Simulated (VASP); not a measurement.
A run of VASP 6.6.1:

The input INCAR:

```
PREC     = Accurate       # precision mode
ENCUT    = 600            # plane-wave cutoff, eV
EDIFF    = 1E-6           # SCF threshold, eV
ISMEAR   = 0              # smearing method
SIGMA    = 0.1            # smearing width, eV
LREAL    = F              # projectors in reciprocal space
LASPH    = T              # aspherical terms in the spheres
NELM     = 80             # most SCF steps
ALGO     = Normal         # electronic algorithm
ISIF     = 3              # what is computed and relaxed
LWAVE    = F              # write WAVECAR
LCHARG   = F              # write CHGCAR
GGA      = PE             # functional
IBRION   = 2              # ionic algorithm
NSW      = 100            # ionic steps
EDIFFG   = -0.005         # ionic threshold
```

KPOINTS

```
regular mesh
0
Gamma
  9 9 6
```

The input POSCAR:

```
NbSi2
1.0
    4.8190000000      0.0000000000      0.0000000000
   -2.4095000000      4.1733764208      0.0000000000
    0.0000000000      0.0000000000      6.5920000000
Nb Si
3 6
Direct
    0.5000000000      0.0000000000      0.5000000000
    0.5000000000      0.5000000000      0.8333333333
    0.0000000000      0.5000000000      0.1666666667
    0.1599000000      0.3198000000      0.5000000000
    0.8401000000      0.1599000000      0.8333333333
    0.6802000000      0.8401000000      0.1666666667
    0.8401000000      0.6802000000      0.5000000000
    0.1599000000      0.8401000000      0.8333333333
    0.3198000000      0.1599000000      0.1666666667
```

Potentials or basis: VASP PAW PBE potentials, release 64 (Nb_sv, Si).

Command:

```console
$ cat potpaw_PBE.64/Nb_sv/POTCAR potpaw_PBE.64/Si/POTCAR > POTCAR
$ mpirun -np 1 vasp_std > vasp.out
```

Hardware: 1 thread of AMD EPYC 7R43 64-Core Processor (Zen 3) (shared host).

Task: How long does it take, and how much memory?

Result: Wall time 26 min on 1 thread of AMD EPYC 7R43 64-Core Processor (Zen 3), on a shared host, peak memory 0.39 GiB. Counts: scf iterations 48, k points 48, ion steps 7.
